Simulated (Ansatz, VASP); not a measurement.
As: VASP beside Ansatz

```
As
1.0
     1.82500   -5.50000    0.00000
     1.82500    5.50000    0.00000
     0.00000    0.00000    4.47000
As
4
Direct
  0.11000 0.89000 0.06000
  0.61000 0.39000 0.44000
  0.89000 0.11000 0.94000
  0.39000 0.61000 0.56000
```

Alike in both runs: task relaxation of cell and atoms; functional LDA; k mesh 10 × 10 × 8; occupations gaussian, width 0.01 eV; no spin polarisation.

|  | VASP | Ansatz |
| --- | --- | --- |
| version | VASP 6.6.1 | Ansatz 0.2.0 |
| potentials or method | VASP PAW LDA potentials, release 64 (As), cutoff 600 eV | scalar-relativistic, plane waves, PAW |
| valence electrons in the cell | 20 | 60 |

Ansatz gave:

| Property | Result |
| --- | --- |
| gap on the k mesh at the Fermi level, each at its own relaxed structure (eV) | none |
| relaxed volume (Å³/atom) | 21.03 |
| relaxed length of the cell vector where the two differ most in proportion (Å) | 5.696 |

Problem. What did VASP give for the same quantities?

Solution. gap on the k mesh at the Fermi level, each at its own relaxed structure (eV): none; relaxed volume (Å³/atom): 21.08; relaxed length of the cell vector where the two differ most in proportion (Å): 5.704.

LDA's correlation is that of Perdew and Zunger in VASP and of Perdew and Wang (1992) in Ansatz. A gap of «none» marks a metal or a gap that the smearing closes. VASP's potentials hold 20 valence electrons a cell and Ansatz's 60, so a difference there can come from the potentials and not from the codes.
